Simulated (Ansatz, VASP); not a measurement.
Given: the input of a run of Ansatz 0.2.0 on WS2.

File input.yaml:

```yaml
crystal:
  lattice:
    - [1.6099686466, 0.9295158316, 6.2842136955]
    - [-1.6099686466, 0.9295158316, 6.2842136955]
    - [0.0, -1.859031663, 6.2842136955]
  atoms:
    - { symbol: W, position: [0.0, 0.0, 0.0] }
    - { symbol: S, position: [0.581, 0.581, 0.581] }
    - { symbol: S, position: [0.7503, 0.7503, 0.7503] }
kpoints:
  mp_grid: { grid: [10, 10, 10] }
scf:
  occupations: { method: gaussian, width: 0.025 }
hamiltonian:
  xc: { exchange: pbe, correlation: lda }
  pseudopotentials:
    kind: all_electron
    lapw: { basis_error: 0.002 }
    dirac_shells: { S: ["2p"], W: ["4p", "4d"] }
output:
  forces: true
  stress: true
  eigenvalues: true
```

Potentials or basis: all-electron LAPW, inner shells corrected to Dirac's equation.

Run with:

```console
$ ansatz run input.yaml --threads 2 --pin off --max-ram 5120MiB --backend cpu --events-out ev --progress --plain --runs-dir out
```

Q: Set up the same calculation for VASP 6.6.1. Potentials there: VASP PAW PBE potentials, release 64 (W_sv, S).

A: As run (the cutoff follows the program's own potentials):

File INCAR:

```
SYSTEM = WS2
PREC = Accurate
ENCUT = 500
EDIFF = 1E-6
ISMEAR = 0
SIGMA = 0.025
LREAL = .False.
LASPH = .True.
NELM = 120
ALGO = Normal
ISIF = 2
LWAVE = .False.
LCHARG = .False.
GGA = LIBXC
LIBXC1 = GGA_X_PBE
LIBXC2 = LDA_C_PW
NBANDS = 20
GGA_COMPAT = .False.
```

File KPOINTS:

```
Automatic mesh
0
Gamma
  10 10 10
  0 0 0
```

POSCAR

```
WS2
1.0
    1.6099686466      0.9295158316      6.2842136955
   -1.6099686466      0.9295158316      6.2842136955
    0.0000000000     -1.8590316630      6.2842136955
W S
1 2
Direct
    0.0000000000      0.0000000000      0.0000000000
    0.5810000000      0.5810000000      0.5810000000
    0.7503000000      0.7503000000      0.7503000000
```

Potentials or basis: VASP PAW PBE potentials, release 64 (W_sv, S).

Command:

```bash
$ cat potpaw_PBE.64/W_sv/POTCAR potpaw_PBE.64/S/POTCAR > POTCAR
$ mpirun -np 1 vasp_std > vasp.out
```

Both were run:

|  | VASP | Ansatz | Ansatz less VASP |
| --- | --- | --- | --- |
| gap on the k mesh at the Fermi level (eV) | 1.17 | 1.16 | -0.008 |
| least direct gap on the mesh (eV) | 2.05 | 2.05 | -0.002 |
| pressure (GPa) | 4.6 | 4.9 | +0.30 |
| traceless stress, the component that is largest in VASP (GPa) | -2.11 | -2.08 | +0.027 |
| rms of the force components (eV/Å) | 0.270 | 0.263 | -0.0062 |

VASP's potentials were made for PBE, not for pbe exchange, lda correlation. Atom by atom the forces differ by 0.012 eV/Å (rms over components). Ansatz ran all-electron here, and VASP with PAW potentials.

Neither program's run includes spin-orbit coupling.
